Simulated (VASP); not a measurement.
Wanted: the native input for a VASP 6.6.1 run.

```
Task                   : single point
Functional             : PBE
Potentials or basis    : VASP PAW PBE potentials, release 64 (Eu)
Cutoff                 : 520 eV
k mesh                 : 13 × 13 × 13
Occupations            : fermi-dirac, width 0.1 eV
Spin                   : collinear spin, ferromagnetic start
Starting moments       : [7.0] μB
Dipole correction      : no
Further INCAR settings : ALGO = Normal; EDIFF = 1e-07; NBANDS = 18
```

The structure of Eu lies in POSCAR:

```
Eu
1.0
    0.0000000000      2.6439942540      2.6439942540
    2.6439942540      0.0000000000      2.6439942540
    2.6439942540      2.6439942540      0.0000000000
Eu
1
Direct
    0.0000000000      0.0000000000      0.0000000000
```

This isn't the form of Eu at room conditions, which is bcc.

The input as run:

INCAR

```
SYSTEM = Eu
PREC = Accurate
ENCUT = 520
EDIFF = 1E-7
ISMEAR = -1
SIGMA = 0.1
LREAL = .False.
LASPH = .True.
NELM = 150
ALGO = Normal
ISIF = 2
LWAVE = .False.
LCHARG = .False.
ISPIN = 2
MAGMOM = 7
LORBIT = 11
LMAXMIX = 6
GGA = PE
NBANDS = 18
```

KPOINTS

```
regular mesh
0
Gamma
  13 13 13
  0 0 0
```

Potentials or basis: VASP PAW PBE potentials, release 64 (Eu).

Command:

```console
$ cat potpaw_PBE.64/Eu/POTCAR > POTCAR
$ mpirun -np 1 vasp_std > vasp.out
```

Results of the run:

| Item | Value |
| --- | --- |
| Pressure | 1.9 GPa |
| Net moment | 7.45 μB per cell |
| Site moments | Eu +6.71 μB |
| Valence electrons inside the program's atomic spheres | Eu 14.76 |

It took 110 s on 1 thread of AMD EPYC 9R45 96-Core Processor (Zen 5), with other jobs on the host, peak memory 0.21 GiB.
